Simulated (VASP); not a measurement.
Here is a VASP 6.6.1 calculation.

The input POSCAR:

```
SiC
1.0
    3.0790759300      0.0000000000      0.0000000000
   -1.5395379600      2.6665579700      0.0000000000
    0.0000000000      0.0000000000     20.1391657600
Si C
8 8
Direct
    0.3333333300      0.6666666700      0.2501061400
    0.6666666700      0.3333333300      0.7501061400
    0.3333333300      0.6666666700      0.6249945100
    0.6666666700      0.3333333300      0.1249945100
    0.0000000000      0.0000000000      0.0000966800
    0.0000000000      0.0000000000      0.5000966800
    0.3333333300      0.6666666700      0.8751882500
    0.6666666700      0.3333333300      0.3751882500
    0.3333333300      0.6666666700      0.9689193500
    0.6666666700      0.3333333300      0.4689193500
    0.0000000000      0.0000000000      0.0938566500
    0.0000000000      0.0000000000      0.5938566500
    0.3333333300      0.6666666700      0.3441255600
    0.6666666700      0.3333333300      0.8441255600
    0.3333333300      0.6666666700      0.7187128600
    0.6666666700      0.3333333300      0.2187128600
```

INCAR.step1

```
PREC     = Accurate       # precision mode
ENCUT    = 520            # plane-wave cutoff, eV
ISMEAR   = -1             # smearing method
SIGMA    = 0.02           # smearing width, eV
LREAL    = Auto         
LASPH    = T              # aspherical terms in the spheres
NELM     = 100            # most SCF steps
NBANDS   = 46             # bands
GGA      = PE             # functional
ALGO     = Normal         # electronic algorithm
EDIFF    = 1E-4           # SCF threshold, eV
LWAVE    = T              # write WAVECAR
LCHARG   = F              # write CHGCAR
```

File INCAR.step2:

```
PREC     = Accurate       # precision mode
ENCUT    = 520            # plane-wave cutoff, eV
EDIFF    = 1E-6           # SCF threshold, eV
ISMEAR   = -1             # smearing method
SIGMA    = 0.02           # smearing width, eV
LREAL    = Auto         
LASPH    = T              # aspherical terms in the spheres
NELM     = 100            # most SCF steps
ALGO     = Normal         # electronic algorithm
ISIF     = 2              # what is computed and relaxed
LWAVE    = F              # write WAVECAR
LCHARG   = T              # write CHGCAR
METAGGA  = R2SCAN         # meta-GGA
LMIXTAU  = T            
LELF     = T              # ELF
LVHAR    = T            
NBANDS   = 46             # bands
ISTART   = 1
```

KPOINTS

```
Automatic mesh
0
Gamma
  12 12 2
```

Potentials or basis: VASP PAW PBE potentials, release 64 (Si, C).

Run with:

```bash
$ cat potpaw_PBE.64/Si/POTCAR potpaw_PBE.64/C/POTCAR > POTCAR
$ cp INCAR.step1 INCAR
$ mpirun -np 1 vasp_std > vasp.out
$ cp INCAR.step2 INCAR
$ mpirun -np 1 vasp_std > vasp.out
```

**Question.** Estimate the pressure.

**Answer.** -0.2 GPa.

**Question.** Estimate the band gap on the k mesh.

**Answer.** 2.14 eV, indirect (least direct gap 3.29 eV).

Forces in eV/Å, atoms in the order of the input:
```
Si   0.000  0.000 -0.003
Si   0.000  0.000 -0.003
Si   0.000  0.000 -0.003
Si   0.000  0.000 -0.003
Si   0.000  0.000 -0.002
Si   0.000  0.000 -0.002
Si   0.000  0.000  0.002
Si   0.000  0.000  0.002
C    0.000  0.000 -0.003
C    0.000  0.000 -0.003
C    0.000  0.000  0.003
C    0.000  0.000  0.003
C    0.000  0.000 -0.010
C    0.000  0.000 -0.010
C    0.000  0.000  0.017
C    0.000  0.000  0.017
```

Caveat: the PAW data sets were made with another functional, which shifts forces and pressure a little. r2SCAN opens gaps a little over a GGA but as a rule still falls short of measured ones.
